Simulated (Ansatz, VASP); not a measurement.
# One calculation of Pt, two programs

```xyz
1
Lattice="0.0000 1.9705 1.9705 1.9705 0.0000 1.9705 1.9705 1.9705 0.0000" Properties=species:S:1:pos:R:3 pbc="T T T"
Pt    0.0000    0.0000    0.0000
```

Alike in both runs: functional r2SCAN; k mesh 17 × 17 × 17; occupations fermi-dirac, width 0.08 eV; no spin polarisation.

Ansatz relaxed the structure, and its values are those at the end. VASP's run is a single point on that final structure, the one shown.

```csv
,VASP,Ansatz
version,VASP 6.6.1,Ansatz 0.2.0
potentials or method,"VASP PAW PBE potentials, release 64 (Pt)","PAW with Ansatz's default frozen-core files, scalar-relativistic"
plane-wave cutoff (eV),520,500
valence electrons in the cell,10,18
```

|  | VASP | Ansatz | Ansatz less VASP |
| --- | --- | --- | --- |
| pressure (GPa) | 0.7 | 0.0 | -0.70 |

VASP's potentials were made for PBE, not for r2SCAN. VASP's potentials hold 10 valence electrons a cell and Ansatz's 18, so a difference there can come from the potentials and not from the codes.

Spin-orbit coupling is off throughout.
